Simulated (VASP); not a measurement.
A run of VASP 6.6.1 is set up as follows.

Contents of INCAR:

```
SYSTEM = Te2Mo
ALGO = Normal
EDIFF = 1E-6
ENCUT = 500
GGA = PE
GGA_COMPAT = .FALSE.
ISIF = 2
ISMEAR = -1
LASPH = .TRUE.
LCHARG = .FALSE.
LREAL = .FALSE.
LWAVE = .FALSE.
NBANDS = 20
NELM = 120
PREC = Accurate
SIGMA = 0.2
```

The input KPOINTS:

```
k-points
0
G
  6 6 2
  0 0 0
```

File POSCAR:

```
Te2Mo
1.0
    3.5371201374      0.0000000000      0.0000000000
   -1.7685600687      3.0632358953      0.0000000000
    0.0000000000      0.0000000000      7.8268333715
Te Mo
2 1
Direct
    0.3333333333      0.6666666667      0.7705163254
    0.3333333333      0.6666666667      0.2294836746
    0.0000000000      0.0000000000      0.0000000000
```

Potentials or basis: VASP PAW PBE potentials, release 64 (Te, Mo_sv).

Run with:

```sh
$ cat potpaw_PBE.64/Te/POTCAR potpaw_PBE.64/Mo_sv/POTCAR > POTCAR
$ mpirun -np 1 vasp_std > vasp.out
```

(1) What does it give for the band gap on the k mesh?

(2) What does it give for the pressure?

Answers

(1) 1.06 eV (least direct gap 1.08 eV).

(2) 1.9 GPa.

Caveat: spin-orbit coupling is left out, which moves the levels of the heavy elements; this functional lacks dispersion, which binds the layers, so the pressure and a relaxed spacing across them are unreliable.
